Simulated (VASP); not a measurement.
Wanted: the native input for a VASP 6.6.1 run.

* Task: relaxation of cell and atoms
* Functional: PBEsol
* Dispersion: D3(BJ)
* Potentials or basis: VASP PAW PBE potentials, release 64 (Mg, O)
* Cutoff: 600 eV
* k mesh: 10 × 10 × 10
* Occupations: tetrahedron
* Spin: no spin polarisation
* Target pressure: 2 GPa
* Dipole correction: no
* Further INCAR settings: ALGO = Normal; EDIFF = 1e-07; IBRION = 2; EDIFFG = -0.001; NSW = 80; ISIF = 3

The structure of MgO lies in POSCAR:

```
MgO
1.0
    0.0000000000      2.1070853429      2.1070853429
    2.1070853429      0.0000000000      2.1070853429
    2.1070853429      2.1070853429      0.0000000000
Mg O
1 1
Direct
    0.0000000000      0.0000000000      0.0000000000
    0.5000000000      0.5000000000      0.5000000000
```

These files were run (other wordings do the same):

INCAR

```
ALGO = Normal ; EDIFF = 1E-7
EDIFFG = -0.001 ; ENCUT = 600
GGA = PS ; GGA_COMPAT = F
IBRION = 2 ; ISIF = 3
ISMEAR = -5 ; IVDW = 12
LASPH = T ; LCHARG = F
LREAL = F ; LWAVE = F
NELM = 120 ; NELMIN = 4
NSW = 80 ; PREC = Accurate
PSTRESS = 20.0 ; SIGMA = 0.05
```

KPOINTS

```
k-points
0
Gamma
  10 10 10
```

Potentials or basis: VASP PAW PBE potentials, release 64 (Mg, O).

Run with:

```sh
$ cat potpaw_PBE.64/Mg/POTCAR potpaw_PBE.64/O/POTCAR > POTCAR
$ mpirun -np 1 vasp_std > vasp.out
```

Results of the run:

* Relaxed volume: 8.96 Å³/atom
* Relaxed cell: a = 2.937 Å, b = 2.937 Å, c = 2.937 Å, α = 60.00°, β = 60.00°, γ = 60.00°
* Space group after relaxing (to 0.05 Å): Fm-3m (No. 225)
* Energy change on relaxing (the enthalpy is what falls): -4.2 meV/atom
* Ionic steps: 3
* Pressure after relaxing: 2.0 GPa
* Band gap on the k mesh: 5.05 eV, direct
* Dispersion energy per atom: -0.260 eV

Caveat: the cell is relaxed towards a set pressure, so the enthalpy falls and the energy may rise; the PAW data sets were made with another functional, which shifts forces and pressure a little.

It took 14 s on 1 thread of Intel Xeon 6975P-C, with other jobs on the host, peak memory 0.16 GiB.
